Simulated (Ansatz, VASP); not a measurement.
# One calculation of SrTiO3, two programs

```xyz
5
Lattice="4.0136 0.0000 0.0000 0.0000 4.0136 0.0000 0.0000 0.0000 4.0136" Properties=species:S:1:pos:R:3 pbc="T T T"
Sr    2.0068    2.0068    2.0068
Ti    0.0000    0.0000    0.0000
O     2.0068    0.0000    0.0000
O     0.0000    2.0068    0.0000
O     0.0000    0.0000    2.0068
```

Alike in both runs: task single point; functional PBE; k mesh 8 × 8 × 8; occupations gaussian, width 0.02 eV; no spin polarisation.

```csv
,VASP,Ansatz
version,VASP 6.6.1,Ansatz 0.2.0
potentials or method,"VASP PAW PBE potentials, release 64 (Sr_sv, Ti_sv, O), cutoff 600 eV","scalar-relativistic, all-electron LAPW"
```

|  | VASP | Ansatz | Ansatz less VASP |
| --- | --- | --- | --- |
| gap on the k mesh at the Fermi level (eV) | 1.70 | 1.72 | +0.021 |
| least direct gap on the mesh (eV) | 2.09 | 2.11 | +0.015 |
| pressure (GPa) | -8.3 | -8.7 | -0.37 |

Ansatz ran all-electron here, and VASP with PAW potentials.
